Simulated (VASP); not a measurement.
# Si15Sn (P1) in VASP: relaxation of volume and atoms at fixed shape with PBEsol

Aim: the relaxation of volume and atoms at fixed shape of Si15Sn with PBEsol.

Program: VASP 6.6.1. These are calculated values, not measurements. Logs are shortened: lines on timing, memory, paths and dates and some standing lists are left out, and cuts for length are marked.

## 1. The cell of the first run

The typed cell holds 64 atoms: a = 10.998 Å, b = 10.998 Å, c = 10.998 Å, α = 90.00°, β = 90.00°, γ = 90.00°.

## 2. Relaxation of volume and atoms at fixed shape, PBEsol

The input, INCAR:

```
SYSTEM = Si15Sn
  ALGO = Normal
  EDIFF = 1E-7
  EDIFFG = -0.03
  ENCUT = 600
  GGA = PS
  IBRION = 2
  ISIF = 8
  ISMEAR = -1
  LASPH = .True.
  LCHARG = .False.
  LREAL = Auto
  LWAVE = .False.
  NELM = 100
  NSW = 100
  PREC = Accurate
  SIGMA = 0.05
```

The input, KPOINTS:

```
Automatic mesh
0
Gamma
  1 1 1
  0.5 0.5 0.5
```

The input, POSCAR:

```
Si15Sn
1.0
   10.9983850000      0.0000000000      0.0000000000
    0.0000000000     10.9983850000      0.0000000000
    0.0000000000      0.0000000000     10.9983850000
Sn Si
4 60
Direct
    0.9976330000      0.9997200000      0.0024830000
    0.1232310000      0.1243790000      0.6252990000
    0.1275920000      0.6221270000      0.1241900000
    0.0007420000      0.2472630000      0.7490940000
    0.9988340000      0.9994510000      0.5004880000
    0.0036320000      0.4999650000      0.0019880000
    0.9979640000      0.5009780000      0.5041860000
    0.5018180000      0.0010860000      0.0006220000
    0.5013040000      0.9985330000      0.4983020000
    0.4980710000      0.4998560000      0.9983190000
    0.5028200000      0.5006270000      0.5025620000
    0.1239530000      0.1265120000      0.1265200000
    0.1239320000      0.6254310000      0.6282500000
    0.6276510000      0.1253160000      0.1233010000
    0.6224070000      0.1253790000      0.6227430000
    0.6217370000      0.6231120000      0.1260650000
    0.6266620000      0.6240310000      0.6227470000
    0.2492380000      0.2512250000      0.0017610000
    0.2516870000      0.2475760000      0.5000320000
    0.2548550000      0.7495490000      0.9985240000
    0.2498920000      0.7483520000      0.4970400000
    0.7491310000      0.2521190000      0.0055850000
    0.7533410000      0.2517400000      0.5011560000
    0.7480330000      0.7469810000      0.9994470000
    0.7515420000      0.7475920000      0.4974220000
    0.3732140000      0.3724170000      0.1254150000
    0.3768230000      0.3737240000      0.6270370000
    0.3722680000      0.8761360000      0.1240860000
    0.3751050000      0.8759790000      0.6252580000
    0.8718710000      0.3758430000      0.1245050000
    0.8733150000      0.3769070000      0.6222480000
    0.8717120000      0.8747190000      0.1246000000
    0.8760930000      0.8721580000      0.6251680000
    0.2526370000      0.9986860000      0.2489590000
    0.2499450000      0.9997670000      0.7496720000
    0.2498740000      0.5001340000      0.2507290000
    0.2500360000      0.5031520000      0.7507990000
    0.7511650000      0.0012900000      0.2518780000
    0.7511870000      0.0018130000      0.7551230000
    0.7499040000      0.4976010000      0.2505540000
    0.7523230000      0.5015510000      0.7493100000
    0.3747040000      0.1289380000      0.3745450000
    0.3788050000      0.1243720000      0.8723120000
    0.3748860000      0.6254750000      0.3762500000
    0.3768660000      0.6222520000      0.8743680000
    0.8751750000      0.1268860000      0.3771630000
    0.8745420000      0.1240940000      0.8729220000
    0.8771740000      0.6244570000      0.3712450000
    0.8761320000      0.6221180000      0.8754050000
    0.0016650000      0.2497820000      0.2480110000
    0.9981550000      0.7503440000      0.2502040000
    0.9969940000      0.7491610000      0.7509280000
    0.5000880000      0.2496690000      0.2488360000
    0.4998950000      0.2500090000      0.7520510000
    0.4999920000      0.7507050000      0.2511610000
    0.5002480000      0.7494880000      0.7483360000
    0.1263980000      0.3754130000      0.3789530000
    0.1262110000      0.3778710000      0.8756910000
    0.1245720000      0.8751240000      0.3758630000
    0.1223830000      0.8755880000      0.8789700000
    0.6247240000      0.3717320000      0.3788820000
    0.6262470000      0.3737270000      0.8759450000
    0.6264060000      0.8716820000      0.3759270000
    0.6262840000      0.8775350000      0.8725750000
```

Potentials or basis: VASP PAW PBE potentials, release 64 (Sn_d, Si).

Run with:

```console
cat potpaw_PBE.64/Sn_d/POTCAR potpaw_PBE.64/Si/POTCAR > POTCAR
mpirun -np 1 vasp_std > vasp.out
```

OUTCAR:

```text
SYSTEM = Si15Sn
   EDIFF = 1E-7
   EDIFFG = -0.03
   ENCUT = 600
   GGA = PS
   IBRION = 2
   ISIF = 8
   ISMEAR = -1
   LASPH = .True.
   LREAL = Auto
   NELM = 100
   NSW = 100
   PREC = Accurate

 ion  position               nearest neighbor table
   1  0.998  1.000  0.002-  60 2.36  32 2.37  47 2.39  12 2.39
   2  0.123  0.124  0.625-   4 2.34   5 2.38  35 2.39  19 2.39
   3  0.128  0.622  0.124-   6 2.34  36 2.35  20 2.42  51 2.44
   4  0.001  0.247  0.749-   2 2.34  47 2.37  58 2.43  31 2.44
   5  0.999  0.999  0.500-   2 2.38  46 2.38  59 2.38  33 2.38
   6  0.004  0.500  0.002-   3 2.34  58 2.36  49 2.39  30 2.40
[... 56 lines left out ...]
  63  0.626  0.872  0.376-  25 2.35  55 2.36   9 2.38  38 2.40
  64  0.626  0.878  0.873-  39 2.33   8 2.39  56 2.40  24 2.41

  LATTYP: Found a simple cubic cell.
 ALAT       =    10.9983850000

  Lattice vectors:

 A1 = (  10.9983850000,   0.0000000000,   0.0000000000)
 A2 = (   0.0000000000,  10.9983850000,   0.0000000000)
 A3 = (   0.0000000000,   0.0000000000,  10.9983850000)

Analysis of symmetry for initial positions (statically):
=====================================================================
 Subroutine PRICEL returns:
 Original cell was already a primitive cell.

 Routine SETGRP: Setting up the symmetry group for a
 simple cubic supercell.

 Subroutine GETGRP returns: Found  1 space group operations
 (whereof  1 operations were pure point group operations)
 out of a pool of 48 trial point group operations.

The static configuration has the point symmetry C_1 .

Analysis of symmetry for dynamics (positions and initial velocities):
=====================================================================
 Subroutine PRICEL returns:
 Original cell was already a primitive cell.

 Routine SETGRP: Setting up the symmetry group for a
 simple cubic supercell.

 Subroutine GETGRP returns: Found  1 space group operations
 (whereof  1 operations were pure point group operations)
 out of a pool of 48 trial point group operations.

The dynamic configuration has the point symmetry C_1 .

 Subroutine INISYM returns: Found  1 space group operations
 (whereof  1 operations are pure point group operations),
 and found     1 'primitive' translations

----------------------------------------------------------------------------------------

                                     Primitive cell

  volume of cell :    1330.4138

  direct lattice vectors                    reciprocal lattice vectors
    10.998385000  0.000000000  0.000000000     0.090922440  0.000000000  0.000000000
     0.000000000 10.998385000  0.000000000     0.000000000  0.090922440  0.000000000
     0.000000000  0.000000000 10.998385000     0.000000000  0.000000000  0.090922440

  length of vectors
    10.998385000 10.998385000 10.998385000     0.090922440  0.090922440  0.090922440

  position of ions in fractional coordinates (direct lattice)
     0.997633000  0.999720000  0.002483000
     0.123231000  0.124379000  0.625299000
     0.127592000  0.622127000  0.124190000
     0.000742000  0.247263000  0.749094000
     0.998834000  0.999451000  0.500488000
     0.003632000  0.499965000  0.001988000
[... 56 lines left out ...]
     0.626406000  0.871682000  0.375927000
     0.626284000  0.877535000  0.872575000

  ion indices of the primitive-cell ions
   primitive index   ion index
                 1           1
                 2           2
                 3           3
                 4           4
                 5           5
                 6           6
[... 56 lines left out ...]
                63          63
                64          64

----------------------------------------------------------------------------------------

 KPOINTS: Automatic mesh

Automatic generation of k-mesh.
 Grid dimensions read from file:
 generate k-points for:    1    1    1

 Generating k-lattice:

  Cartesian coordinates                     Fractional coordinates (reciprocal lattice)
     0.090922440  0.000000000  0.000000000     1.000000000  0.000000000  0.000000000
     0.000000000  0.090922440  0.000000000     0.000000000  1.000000000  0.000000000
     0.000000000  0.000000000  0.090922440     0.000000000  0.000000000  1.000000000

  Length of vectors
     0.090922440  0.090922440  0.090922440

  Shift w.r.t. Gamma in fractional coordinates (k-lattice)
     0.500000000  0.500000000  0.500000000

 Subroutine IBZKPT returns following result:
 ===========================================

 Found      1 irreducible k-points:

 Following reciprocal coordinates:
            Coordinates               Weight
  0.500000  0.500000  0.500000      1.000000
   k-points           NKPTS =      1   k-points in BZ     NKDIM =      1   number of bands    NBANDS=    181
   number of dos      NEDOS =    301   number of ions     NIONS =     64
   total plane-waves  NPLWV = 729000
   dimension x,y,z NGX =    90 NGY =   90 NGZ =   90
   dimension x,y,z NGXF=   180 NGYF=  180 NGZF=  180
   ions per type =               4  60
   NGX,Y,Z   is equivalent  to a cutoff of  13.60, 13.60, 13.60 a.u.
   NGXF,Y,Z  is equivalent  to a cutoff of  27.21, 27.21, 27.21 a.u.
 SYSTEM =  Si15Sn
   PREC   = accura    normal or accurate (medium, high low for compatibility)
   ISTART =      0    job   : 0-new  1-cont  2-samecut
   ICHARG =      2    charge: 1-file 2-atom 10-const
   ISPIN  =      1    spin polarized calculation?
   LNONCOLLINEAR =      F non collinear calculations
   LSORBIT =      F    spin-orbit coupling
   LASPH  =      T    aspherical Exc in radial PAW
   ENCUT  =  600.0 eV  44.10 Ry    6.64 a.u.  21.97 21.97 21.97*2*pi/ulx,y,z
   NELM   =    100;   NELMIN=  2; NELMDL= -5     # of ELM steps
   EDIFF  = 0.1E-06   stopping-criterion for ELM
   LREAL  =      T    real-space projection
   EDIFFG = -.3E-01   stopping-criterion for IOM
   NSW    =    100    number of steps for IOM
   IBRION =      2    ionic relax: 0-MD 1-quasi-New 2-CG
   NFREE  =      1    steps in history (QN), initial steepest desc. (CG)
   ISIF   =      8    stress and relaxation
   ISYM   =      2    0-nonsym 1-usesym 2-fastsym
   POTIM  = 0.5000    time-step for ionic-motion
   TEBEG  =    0.0;   TEEND  =   0.0 temperature during run
   PSTRESS=    0.0 pullay stress
   NELECT =     296.0000    total number of electrons
   NUPDOWN=      -1.0000    fix difference up-down
   EMIN   =  10.00;   EMAX   =-10.00  energy-range for DOS
   EFERMI =   0.00;   METHOD = LEGACY
   ISMEAR =    -1;   SIGMA  =   0.05  broadening in eV -4-tet -1-fermi 0-gaus
   EFERMI_NEDOS =   21; number of points for ismear=-14 and -15
   IALGO  =     38    algorithm
   IMIX   =      4    mixing-type and parameters
     AMIX     =   0.40;   BMIX     =  1.00
     AMIX_MAG =   1.60;   BMIX_MAG =  1.00
  volume/ion in A,a.u.               =      20.79       140.28
  Fermi-wavevector in a.u.,A,eV,Ry     =   0.991996  1.874600 13.388889  0.984056
  Thomas-Fermi vector in A             =   2.123776
   LORBIT       =      0    0 simple, 1 ext, 2 COOP (PROOUT), +10 PAW based schemes
   GGA     = PS    functional components
   LHFCALC =     F    Hartree Fock is set to
   AEXX    =    0.0000 exact exchange contribution
   IVDW    =     0    specifies the selected vdW correction
   LEPSILON=     F    determine dielectric tensor
   LRPA    =     F    only Hartree local field effects (RPA)
 conjugate gradient relaxation of ions
 non-spin polarized calculation
  energy-cutoff  :      600.00
  volume of cell :     1330.41
 maximum number of plane-waves:     44216
 NGX is ok and might be reduce to    90
   NGX = 43   NGY = 43   NGZ = 43

--------------------------------------- Ionic step        1  -------------------------------------------

 number of electron     295.9999998 magnetization

 Free energy of the ion-electron system (eV)
  ---------------------------------------------------
  ext. energy  EPLUGINS =         0.00000000
  ---------------------------------------------------
  free energy    TOTEN  =      -350.58124629 eV

  energy without entropy =     -350.58124618  energy(sigma->0) =     -350.58124623

------------------------ aborting loop because EDIFF is reached ----------------------------------------

  FORCE on cell =-STRESS in cart. coord.  units (eV):
  Direction    XX          YY          ZZ          XY          YZ          ZX
  --------------------------------------------------------------------------------------
  -------------------------------------------------------------------------------------
  Total       11.4555501     11.4099765     11.3180279      0.0516396      3.0032317     -1.0692774
  in kB       13.7955740     13.7406912     13.6299602      0.0621880      3.6167015     -1.2876986
  external PRESSURE =      13.7220751 kB  Pullay stress =       0.0000000 kB
[... 275 lines left out ...]
  FREE ENERGIE OF THE ION-ELECTRON SYSTEM (eV)
  ---------------------------------------------------
  free  energy   TOTEN  =      -353.2230741888 eV

  energy  without entropy=     -353.2230726426  energy(sigma->0) =     -353.22307342

[... ionic steps 4 to 11 ...]

--------------------------------------- Ionic step       12  -------------------------------------------

 number of electron     295.9999998 magnetization

------------------------ aborting loop because EDIFF is reached ----------------------------------------
[... 191 lines left out ...]
--------------------------------------- Ionic step       14  -------------------------------------------

 number of electron     296.0000000 magnetization

 Free energy of the ion-electron system (eV)
  ---------------------------------------------------
  ext. energy  EPLUGINS =         0.00000000
  ---------------------------------------------------
  free energy    TOTEN  =      -353.97488671 eV

  energy without entropy =     -353.97488218  energy(sigma->0) =     -353.97488444

 E-fermi :   6.2046     XC(G=0):  -9.5044

 val. band max:        5.5280341859   @ k =   0.5000   0.5000   0.5000
 cond. band min:       6.9374519297   @ k =   0.5000   0.5000   0.5000
 fundamental gap:      1.4094177438
 Fermi energy:         6.2046423280

 k-point     1 :       0.5000    0.5000    0.5000
  band No.  band energies     occupation
      1     -15.2571      2.00000
      2     -15.1202      2.00000
      3     -15.1188      2.00000
      4     -15.1155      2.00000
      5     -15.0761      2.00000
      6     -15.0727      2.00000
[... 152 lines left out ...]
    159       7.1044      0.00000
    160       7.1079      0.00000
 [bands above 160 left out]

------------------------ aborting loop because EDIFF is reached ----------------------------------------

  FORCE on cell =-STRESS in cart. coord.  units (eV):
  Direction    XX          YY          ZZ          XY          YZ          ZX
  --------------------------------------------------------------------------------------
  -------------------------------------------------------------------------------------
  Total        0.1131425     -0.2283513     -0.2213568      0.2856560     -0.1169536      0.2349438
  in kB        0.1355216     -0.2735183     -0.2651403      0.3421576     -0.1400865      0.2814147
  external PRESSURE =      -0.1343790 kB  Pullay stress =       0.0000000 kB
[... 79 lines left out ...]
  FREE ENERGIE OF THE ION-ELECTRON SYSTEM (eV)
  ---------------------------------------------------
  free  energy   TOTEN  =      -353.9748867070 eV

  energy  without entropy=     -353.9748821791  energy(sigma->0) =     -353.97488444

 reached required accuracy - stopping structural energy minimisation
```

Run time: 2.6 h. Hardware: 1 thread of Oxide Virtual Turin-like, shared host; peak memory 1.6 GiB.

What came out:

| Quantity | Value |
| --- | --- |
| Free energy | -353.9749 eV |
| Relaxed volume | 20.90 Å³/atom |
| Relaxed cell | a = 11.018 Å, b = 11.018 Å, c = 11.018 Å, α = 90.00°, β = 90.00°, γ = 90.00° |
| Space group after relaxing (to 0.1 Å) | P1 (No. 1) |
| Energy gained by relaxing | 53.0 meV/atom |
| Ionic steps | 14 |
| Pressure after relaxing | 0.0 GPa |
| Largest force after relaxing | 0.029 eV/Å |
| Band gap on the k mesh | 1.41 eV |

Forces in eV/Å, atoms in the order of the input:
```
Sn   0.022  0.000 -0.009
Sn   0.010 -0.007 -0.012
Sn  -0.023  0.017  0.000
Sn  -0.014  0.013  0.011
Si   0.014  0.014  0.012
Si   0.001 -0.002 -0.011
Si   0.011 -0.009 -0.011
Si  -0.003  0.006  0.010
Si  -0.008  0.009  0.005
Si   0.009  0.001  0.001
Si   0.002  0.007  0.003
Si   0.006 -0.016 -0.018
Si  -0.003 -0.017 -0.007
Si  -0.005  0.007  0.007
Si   0.004 -0.002  0.007
Si   0.013  0.009 -0.002
Si  -0.008  0.000  0.014
Si   0.001 -0.001 -0.003
Si  -0.026  0.002  0.005
Si  -0.017 -0.013  0.016
Si  -0.006  0.009  0.011
Si   0.006 -0.023 -0.008
Si   0.000 -0.013 -0.002
Si   0.022  0.010 -0.009
Si   0.006 -0.008  0.019
Si   0.004  0.013 -0.001
Si  -0.003  0.007 -0.001
Si  -0.007 -0.001  0.008
Si   0.003 -0.003  0.007
Si   0.012 -0.007 -0.008
Si   0.018 -0.004  0.005
Si   0.023  0.007 -0.001
Si   0.004  0.004  0.018
Si  -0.008  0.006  0.006
Si  -0.008  0.009 -0.005
Si  -0.007  0.004 -0.012
Si  -0.005 -0.009  0.008
Si   0.004  0.007 -0.012
Si   0.002 -0.005 -0.019
Si   0.019 -0.001 -0.007
Si   0.006  0.004 -0.019
Si  -0.002  0.003 -0.004
Si  -0.009  0.016  0.015
Si  -0.006 -0.006 -0.005
Si  -0.013 -0.004  0.013
Si   0.000  0.009 -0.010
Si  -0.004  0.002  0.024
Si  -0.005  0.000  0.015
Si   0.018  0.000 -0.011
Si  -0.009 -0.003 -0.002
Si   0.014  0.005  0.003
Si   0.006 -0.004 -0.003
Si  -0.002 -0.016 -0.007
Si  -0.003 -0.007  0.002
Si   0.001 -0.002 -0.007
Si  -0.005 -0.010  0.009
Si  -0.021  0.000 -0.014
Si  -0.010 -0.015 -0.003
Si  -0.018 -0.005  0.001
Si   0.003 -0.002 -0.014
Si  -0.006  0.004 -0.002
Si   0.004  0.002  0.002
Si  -0.001  0.013  0.000
Si   0.000 -0.004  0.006
```

Step by step:
```tsv
step	energy change (eV)	largest force (eV/Å)	pressure (GPa)	volume (Å³)
1	0.0000	4.6781	1.37	1330.41
2	-2.6367	1.3941	-1.58	1364.99
3	-2.6418	1.2625	-1.46	1363.21
4	-3.1853	0.6709	0.48	1331.08
5	-3.1895	0.6937	0.68	1327.94
6	-3.3299	0.2569	-0.05	1338.21
7	-3.3359	0.3774	-0.22	1340.77
8	-3.3745	0.1411	0.00	1337.33
9	-3.3778	0.1257	0.09	1335.97
10	-3.3868	0.0658	-0.03	1337.82
11	-3.3880	0.0721	-0.10	1338.80
12	-3.3915	0.0472	0.05	1336.60
13	-3.3916	0.0464	0.08	1336.29
14	-3.3936	0.0286	-0.01	1337.60
```

Final structure:
```
Sn Si
1.0
    11.01816    0.00000    0.00000
     0.00000   11.01816    0.00000
     0.00000    0.00000   11.01816
Sn Si
4 60
Direct
  0.99990 0.99738 0.00315
  0.13396 0.11593 0.61718
  0.12612 0.62635 0.12639
  0.99214 0.25927 0.75443
  0.99090 0.99033 0.49105
  0.99241 0.49470 0.99566
  0.00016 0.50276 0.49822
  0.50311 0.00086 0.00144
  0.50011 0.99987 0.50005
  0.50004 0.49960 0.00011
  0.50296 0.50095 0.50159
  0.13328 0.13385 0.13410
  0.12491 0.62412 0.62451
  0.62411 0.12465 0.12655
  0.62355 0.12495 0.62386
  0.62323 0.62299 0.12544
  0.62480 0.62602 0.62490
  0.25524 0.25219 0.00354
  0.26181 0.25738 0.49144
  0.26261 0.75463 0.99262
  0.24942 0.74959 0.50011
  0.74287 0.25120 0.00380
  0.74747 0.25008 0.49765
  0.74661 0.74642 0.00051
  0.74804 0.74857 0.50099
  0.38021 0.37348 0.12690
  0.37821 0.37740 0.62569
  0.37810 0.87776 0.12510
  0.37974 0.87133 0.62374
  0.87313 0.37234 0.12542
  0.86381 0.38686 0.61495
  0.86238 0.86740 0.13467
  0.87254 0.87216 0.62511
  0.25217 0.00057 0.25224
  0.26428 0.98986 0.75577
  0.25931 0.49287 0.25812
  0.25277 0.50286 0.75025
  0.74484 0.00065 0.25208
  0.74447 0.99732 0.74777
  0.74975 0.49953 0.25007
  0.74551 0.50320 0.74903
  0.37987 0.12506 0.37290
  0.37851 0.12460 0.87800
  0.37774 0.62487 0.37827
  0.38105 0.62510 0.87204
  0.87278 0.12463 0.37299
  0.85493 0.12437 0.87718
  0.87277 0.62469 0.37720
  0.87291 0.62423 0.87326
  0.00100 0.25239 0.25328
  0.99065 0.75466 0.25929
  0.00044 0.74733 0.74811
  0.50280 0.24860 0.24927
  0.50032 0.24976 0.75033
  0.49994 0.74975 0.25052
  0.50307 0.74881 0.74797
  0.12628 0.37624 0.37725
  0.13428 0.38347 0.88388
  0.12388 0.87400 0.37391
  0.13420 0.86613 0.86725
  0.62423 0.37458 0.37393
  0.62364 0.37581 0.87523
  0.62360 0.87461 0.37670
  0.62382 0.87327 0.87504
```

Caveat: the k points lie up to 0.57 Å⁻¹ apart in the final cell; the PAW data sets were made with another functional, which shifts forces and pressure a little; spin-orbit coupling is left out, which moves the levels of the heavy elements; a shifted mesh leaves out Γ, where band edges can lie. A k mesh can miss the band edges.
